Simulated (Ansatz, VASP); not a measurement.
# Hf: VASP beside Ansatz

```
Hf
1.0
     0.00000    2.19700    2.19700
     2.19700    0.00000    2.19700
     2.19700    2.19700    0.00000
Hf
1
Direct
  0.00000 0.00000 0.00000
```

Alike in both runs: task single point; functional revPBE; k mesh 14 × 14 × 14; occupations fermi-dirac, width 0.1 eV; no spin polarisation.

|  | VASP | Ansatz |
| --- | --- | --- |
| version | VASP 6.6.1 | Ansatz 0.2.0 |
| potentials or method | VASP PAW PBE potentials, release 64 (Hf_pv), cutoff 520 eV | plane waves (420 eV) with PAW, scalar-relativistic |
| valence electrons in the cell | 10 | 26 |

Ansatz gave:

```
pressure (GPa) : 9.4
```

Task: Which values does VASP return?

Result: Pressure (GPa): 8.9.

VASP's potentials were made for PBE, not for revPBE. With one functional, cell and mesh, what is left measures potentials, basis and numerics. VASP's potentials hold 10 valence electrons a cell and Ansatz's 26, so a difference there can come from the potentials and not from the codes.

Spin-orbit coupling is off throughout.
